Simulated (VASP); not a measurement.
# HgTe (Cmcm) in VASP: single point with r2SCAN

Aim: the single point of HgTe with r2SCAN.

Program: VASP 6.6.1. These are calculated values, not measurements. Logs are shortened: lines on timing, memory, paths and dates and some standing lists are left out, and cuts for length are marked.

### Step 1. The cell of the first run

The structure is orthorhombic, space group Cmcm (No. 63). Conventional cell: a = 6.202 Å, b = 7.123 Å, c = 6.147 Å, α = 90.00°, β = 90.00°, γ = 90.00°. Hg (site symmetry m2m) has 6 Te at 3.12 to 3.94 Å and 2 Hg at 3.97 Å within 4.1 Å. Te (site symmetry m2m) has 6 Hg at 3.12 to 3.94 Å within 4.1 Å.

### Step 2. Single point, r2SCAN (strain +0.050 along x and y, +0.050 along z)

POSCAR

```
HgTe
1.0
    3.1011612153     -3.5617497626      0.0000000000
    3.1011612153      3.5617497626      0.0000000000
    0.0000000000      0.0000000000      6.1474271228
Hg Te
2 2
Direct
    0.3235325388      0.6764674612      0.7500000000
    0.6764674612      0.3235325388      0.2500000000
    0.7700436581      0.2299563419      0.7500000000
    0.2299563419      0.7700436581      0.2500000000
```

INCAR.step1

```
SYSTEM = HgTe
PREC     = Accurate       ! precision mode
ENCUT    = 520            ! plane-wave cutoff, eV
ISMEAR   = 0              ! smearing method
SIGMA    = 0.15           ! smearing width, eV
LREAL    = .False.        ! projectors in reciprocal space
LASPH    = .True.         ! aspherical terms in the spheres
NELM     = 60             ! most SCF steps
NBANDS   = 26             ! bands
GGA      = PE             ! functional
ALGO     = Normal         ! electronic algorithm
EDIFF    = 1E-4           ! SCF threshold, eV
LWAVE    = .True.         ! write WAVECAR
LCHARG   = .False.        ! write CHGCAR
```

INCAR.step2

```
SYSTEM = HgTe
PREC     = Accurate       ! precision mode
ENCUT    = 520            ! plane-wave cutoff, eV
EDIFF    = 1E-6           ! SCF threshold, eV
ISMEAR   = 0              ! smearing method
SIGMA    = 0.15           ! smearing width, eV
LREAL    = .False.        ! projectors in reciprocal space
LASPH    = .True.         ! aspherical terms in the spheres
NELM     = 60             ! most SCF steps
ALGO     = Normal         ! electronic algorithm
ISIF     = 2              ! what is computed and relaxed
LWAVE    = .False.        ! write WAVECAR
LCHARG   = .False.        ! write CHGCAR
METAGGA  = R2SCAN         ! meta-GGA
LMIXTAU  = .True.       
NBANDS   = 26             ! bands
ISTART   = 1
```

KPOINTS

```
regular mesh
0
Gamma
  12 12 8
  0 0 0
```

Potentials or basis: VASP PAW PBE potentials, release 64 (Hg, Te).

Started as:

```sh
cat potpaw_PBE.64/Hg/POTCAR potpaw_PBE.64/Te/POTCAR > POTCAR
cp INCAR.step1 INCAR
mpirun -np 1 vasp_std > vasp.out
cp INCAR.step2 INCAR
mpirun -np 1 vasp_std > vasp.out
```

OUTCAR:

```text
SYSTEM = HgTe
   PREC = Accurate
   ENCUT = 520
   EDIFF = 1E-6
   ISMEAR = 0
   LREAL = .False.
   LASPH = .True.
   NELM = 60
   ISIF = 2
   METAGGA = R2SCAN
   ISTART = 1

 ion  position               nearest neighbor table
   1  0.324  0.676  0.750-   3 3.12   3 3.12   4 3.15   4 3.15   3 3.18
   2  0.676  0.324  0.250-   4 3.12   4 3.12   3 3.15   3 3.15   4 3.18
   3  0.770  0.230  0.750-   1 3.12   1 3.12   2 3.15   2 3.15   1 3.18
   4  0.230  0.770  0.250-   2 3.12   2 3.12   1 3.15   1 3.15   2 3.18

  LATTYP: Found a base centered orthorhombic cell.
 ALAT       =     6.2023224306
 B/A-ratio  =     1.1485213168
 C/A-ratio  =     0.9911492335

  Lattice vectors:

 A1 = (   3.1011612153,  -3.5617497626,   0.0000000000)
 A2 = (   3.1011612153,   3.5617497626,   0.0000000000)
 A3 = (   0.0000000000,   0.0000000000,   6.1474271228)

Analysis of symmetry for initial positions (statically):
=====================================================================
 Subroutine PRICEL returns:
 Original cell was already a primitive cell.

 Routine SETGRP: Setting up the symmetry group for a
 base centered orthorhombic supercell.

 Subroutine GETGRP returns: Found  8 space group operations
 (whereof  4 operations were pure point group operations)
 out of a pool of  8 trial point group operations.

The static configuration has the point symmetry C_2h.
 The point group associated with its full space group is D_2h.

Analysis of symmetry for dynamics (positions and initial velocities):
=====================================================================
 Subroutine PRICEL returns:
 Original cell was already a primitive cell.

 Routine SETGRP: Setting up the symmetry group for a
 base centered orthorhombic supercell.

 Subroutine GETGRP returns: Found  8 space group operations
 (whereof  4 operations were pure point group operations)
 out of a pool of  8 trial point group operations.

The dynamic configuration has the point symmetry C_2h.
 The point group associated with its full space group is D_2h.

 Subroutine INISYM returns: Found  8 space group operations
 (whereof  4 operations are pure point group operations),
 and found     1 'primitive' translations

----------------------------------------------------------------------------------------

                                     Primitive cell

  volume of cell :     135.8036

  direct lattice vectors                    reciprocal lattice vectors
     3.101161215 -3.561749763  0.000000000     0.161229928 -0.140380440  0.000000000
     3.101161215  3.561749763  0.000000000     0.161229928  0.140380440  0.000000000
     0.000000000  0.000000000  6.147427123     0.000000000  0.000000000  0.162669680

  length of vectors
     4.722632979  4.722632979  6.147427123     0.213779694  0.213779694  0.162669680

  position of ions in fractional coordinates (direct lattice)
     0.323532539  0.676467461  0.750000000
     0.676467461  0.323532539  0.250000000
     0.770043658  0.229956342  0.750000000
     0.229956342  0.770043658  0.250000000

  ion indices of the primitive-cell ions
   primitive index   ion index
                 1           1
                 2           2
                 3           3
                 4           4

----------------------------------------------------------------------------------------

 KPOINTS: regular mesh

Automatic generation of k-mesh.
 Grid dimensions read from file:
 generate k-points for:   12   12    8

 Generating k-lattice:

  Cartesian coordinates                     Fractional coordinates (reciprocal lattice)
     0.013435827 -0.011698370  0.000000000     0.083333333  0.000000000  0.000000000
     0.013435827  0.011698370  0.000000000     0.000000000  0.083333333  0.000000000
     0.000000000  0.000000000  0.020333710     0.000000000  0.000000000  0.125000000

  Length of vectors
     0.017814975  0.017814975  0.020333710

  Shift w.r.t. Gamma in fractional coordinates (k-lattice)
     0.000000000  0.000000000  0.000000000

 Subroutine IBZKPT returns following result:
 ===========================================

 Found    215 irreducible k-points:

 Following reciprocal coordinates:
            Coordinates               Weight
  0.000000  0.000000  0.000000      1.000000
  0.083333 -0.000000  0.000000      4.000000
  0.166667  0.000000  0.000000      4.000000
  0.250000  0.000000  0.000000      4.000000
  0.333333 -0.000000  0.000000      4.000000
  0.416667  0.000000  0.000000      4.000000
[... 16 lines left out ...]
  0.500000  0.166667  0.000000      4.000000
 -0.416667  0.166667  0.000000      4.000000
 [... further k-points ...]
   k-points           NKPTS =    215   k-points in BZ     NKDIM =    215   number of bands    NBANDS=     26
   number of dos      NEDOS =    301   number of ions     NIONS =      4
   total plane-waves  NPLWV =  62208
   dimension x,y,z NGX =    36 NGY =   36 NGZ =   48
   dimension x,y,z NGXF=    72 NGYF=   72 NGZF=   96
   ions per type =               2   2
   NGX,Y,Z   is equivalent  to a cutoff of  12.67, 12.67, 12.98 a.u.
   NGXF,Y,Z  is equivalent  to a cutoff of  25.35, 25.35, 25.96 a.u.
 SYSTEM =  HgTe
   PREC   = accura    normal or accurate (medium, high low for compatibility)
   ISTART =      1    job   : 0-new  1-cont  2-samecut
   ICHARG =      0    charge: 1-file 2-atom 10-const
   ISPIN  =      1    spin polarized calculation?
   LNONCOLLINEAR =      F non collinear calculations
   LSORBIT =      F    spin-orbit coupling
   LASPH  =      T    aspherical Exc in radial PAW
   ENCUT  =  520.0 eV  38.22 Ry    6.18 a.u.   8.78  8.78 11.43*2*pi/ulx,y,z
   NELM   =     60;   NELMIN=  2; NELMDL=  0     # of ELM steps
   EDIFF  = 0.1E-05   stopping-criterion for ELM
   LREAL  =      F    real-space projection
   EDIFFG = 0.1E-04   stopping-criterion for IOM
   NSW    =      0    number of steps for IOM
   IBRION =     -1    ionic relax: 0-MD 1-quasi-New 2-CG
   NFREE  =      0    steps in history (QN), initial steepest desc. (CG)
   ISIF   =      2    stress and relaxation
   ISYM   =      2    0-nonsym 1-usesym 2-fastsym
   POTIM  = 0.5000    time-step for ionic-motion
   TEBEG  =    0.0;   TEEND  =   0.0 temperature during run
   PSTRESS=    0.0 pullay stress
   NELECT =      36.0000    total number of electrons
   NUPDOWN=      -1.0000    fix difference up-down
   EMIN   =  10.00;   EMAX   =-10.00  energy-range for DOS
   EFERMI =   0.00;   METHOD = LEGACY
   ISMEAR =     0;   SIGMA  =   0.15  broadening in eV -4-tet -1-fermi 0-gaus
   EFERMI_NEDOS =   21; number of points for ismear=-14 and -15
   IALGO  =     38    algorithm
   IMIX   =      4    mixing-type and parameters
     AMIX     =   0.40;   BMIX     =  1.00
     AMIX_MAG =   1.60;   BMIX_MAG =  1.00
  volume/ion in A,a.u.               =      33.95       229.11
  Fermi-wavevector in a.u.,A,eV,Ry     =   1.051652  1.987334 15.047655  1.105971
  Thomas-Fermi vector in A             =   2.186703
   LORBIT       =      0    0 simple, 1 ext, 2 COOP (PROOUT), +10 PAW based schemes
   METAGGA = R2SCAN    functional components
   LHFCALC =     F    Hartree Fock is set to
   AEXX    =    0.0000 exact exchange contribution
   IVDW    =     0    specifies the selected vdW correction
   LEPSILON=     F    determine dielectric tensor
   LRPA    =     F    only Hartree local field effects (RPA)
 non-spin polarized calculation
 Gauss-broadening in eV      SIGMA  =   0.15
  energy-cutoff  :      520.00
  volume of cell :      135.80
 maximum number of plane-waves:      3697
   NGX = 17   NGY = 17   NGZ = 23

 number of electron      36.0000005 magnetization

 Free energy of the ion-electron system (eV)
  ---------------------------------------------------
  ext. energy  EPLUGINS =         0.00000000
  ---------------------------------------------------
  free energy    TOTEN  =      -149.36875095 eV

  energy without entropy =     -149.34808835  energy(sigma->0) =     -149.35841965

 E-fermi :   2.3871     XC(G=0):  -9.4922

 val. band max:        2.3780464658   @ k =   0.4167   0.0833   0.3750
 cond. band min:       2.3872207115   @ k =   0.1667   0.0833   0.2500
 fundamental gap:      0.0091742457
 Fermi energy:         2.3870677744

 k-point     1 :       0.0000    0.0000    0.0000
  band No.  band energies     occupation
      1      -9.0495      2.00000
      2      -8.2379      2.00000
      3      -4.2097      2.00000
      4      -4.1162      2.00000
      5      -4.1051      2.00000
      6      -4.1041      2.00000
[... 18 lines left out ...]
     25       9.9315      0.00000
     26      10.1928      0.00000

 k-point     2 :       0.0833   -0.0000    0.0000
  band No.  band energies     occupation
      1      -9.0226      2.00000
      2      -8.2319      2.00000
      3      -4.2237      2.00000
      4      -4.1394      2.00000
      5      -4.1070      2.00000
      6      -4.0968      2.00000
[... 18 lines left out ...]
     25       9.8912      0.00000
     26      10.3587      0.00000

 k-point     3 :       0.1667    0.0000    0.0000
  band No.  band energies     occupation
      1      -8.9446      2.00000
      2      -8.2185      2.00000
      3      -4.2584      2.00000
      4      -4.1777      2.00000
      5      -4.1133      2.00000
      6      -4.0925      2.00000
[... 18 lines left out ...]
     25       9.9439      0.00000
     26      10.0620      0.00000

 k-point     4 :       0.2500    0.0000    0.0000
  band No.  band energies     occupation
      1      -8.8239      2.00000
      2      -8.2100      2.00000
      3      -4.3009      2.00000
      4      -4.2202      2.00000
      5      -4.1249      2.00000
      6      -4.1011      2.00000
[... 18 lines left out ...]
     25       9.5611      0.00000
     26      10.0800      0.00000
[... 496 lines left out ...]
      1      -8.4132      2.00000
      2      -8.3311      2.00000
      3      -4.3259      2.00000
      4      -4.2843      2.00000
      5      -4.1739      2.00000
      6      -4.0938      2.00000
[... 18 lines left out ...]
     25       8.9159      0.00000
     26       9.6654      0.00000

 k-point    23 :       0.5000    0.1667    0.0000
  band No.  band energies     occupation
      1      -8.4461      2.00000
      2      -8.3143      2.00000
      3      -4.2948      2.00000
      4      -4.2121      2.00000
      5      -4.1707      2.00000
      6      -4.1004      2.00000
[... 18 lines left out ...]
     25       9.3381      0.00000
     26       9.6191      0.00000

 k-point    24 :      -0.4167    0.1667    0.0000
  band No.  band energies     occupation
      1      -8.5792      2.00000
      2      -8.2535      2.00000
      3      -4.2717      2.00000
      4      -4.1640      2.00000
      5      -4.1590      2.00000
      6      -4.1033      2.00000
[... 18 lines left out ...]
     25       9.1449      0.00000
     26      10.0223      0.00000

 [... further k-points ...]

------------------------ aborting loop because EDIFF is reached ----------------------------------------

  FORCE on cell =-STRESS in cart. coord.  units (eV):
  Direction    XX          YY          ZZ          XY          YZ          ZX
  --------------------------------------------------------------------------------------
  -------------------------------------------------------------------------------------
  Total       -4.7567889     -3.1087431     -4.6134100      0.0000000      0.0000000      0.0000000
  in kB      -56.1194398    -36.6761963    -54.4278908      0.0000000      0.0000000      0.0000000
  external PRESSURE =     -49.0745089 kB  Pullay stress =       0.0000000 kB

 VOLUME and BASIS-vectors are now :
 -----------------------------------------------------------------------------
  energy-cutoff  :      520.00
  volume of cell :      135.80
      direct lattice vectors                 reciprocal lattice vectors
     3.101161215 -3.561749763  0.000000000     0.161229928 -0.140380440  0.000000000
     3.101161215  3.561749763  0.000000000     0.161229928  0.140380440  0.000000000
     0.000000000  0.000000000  6.147427123     0.000000000  0.000000000  0.162669680

 POSITION                                       TOTAL-FORCE (eV/Angst)
 -----------------------------------------------------------------------------------
      3.10116      1.25707      4.61057         0.000000     -0.101916      0.000000
      3.10116     -1.25707      1.53686         0.000000      0.101916     -0.000000
      3.10116     -1.92366      4.61057         0.000000      0.281148      0.000000
      3.10116      1.92366      1.53686         0.000000     -0.281148      0.000000
 -----------------------------------------------------------------------------------
    total drift:                                0.000000      0.000000      0.000000

  FREE ENERGIE OF THE ION-ELECTRON SYSTEM (eV)
  ---------------------------------------------------
  free  energy   TOTEN  =      -149.3687509509 eV

  energy  without entropy=     -149.3480883463  energy(sigma->0) =     -149.35841965
```

It took 66 min on 1 thread of Oxide Virtual Turin-like, shared host; peak memory 0.71 GiB.

What came out:

```yaml
Free_energy: -149.3688 eV
Pressure: -4.9 GPa
Largest_force: 0.281 eV/Å
Band_gap_on_the_k_mesh: zero (bands 18 and 19 overlap by 1.82 eV)
```

Forces on the atoms (eV/Å):
```
Hg   0.000 -0.102  0.000
Hg   0.000  0.102  0.000
Te   0.000  0.281  0.000
Te   0.000 -0.281  0.000
```

Stress tensor (GPa, compression positive):
```
-5.61  0.00  0.00
 0.00 -3.67  0.00
 0.00  0.00 -5.44
```

Levels at points of the mesh, in eV from the Fermi level:
```csv
k point,band 16,band 17,band 18,band 19,band 20,band 21
"(0.00, 0.00, 0.00)",-2.07,-0.73,-0.47,-0.43,-0.11,4.82
"(0.50, 0.00, 0.00)",-1.70,-0.49,-0.45,1.59,2.39,3.78
"(0.50, 0.50, 0.00)",-1.97,-1.55,-1.48,-1.45,-1.02,4.41
"(0.00, 0.00, 0.50)",-1.47,-0.81,-0.81,1.42,1.42,5.30
"(0.50, 0.00, 0.50)",-0.56,0.32,0.32,2.40,2.40,3.93
"(0.50, 0.50, 0.50)",-2.47,-2.35,-2.35,1.96,1.96,5.55
```

Caveat: the cell differs from its parent crystal (strain +0.050 along x and y, +0.050 along z); the cell stands under tension; the PAW data sets were made with another functional, which shifts forces and pressure a little; spin-orbit coupling is left out, which moves the levels of the heavy elements.
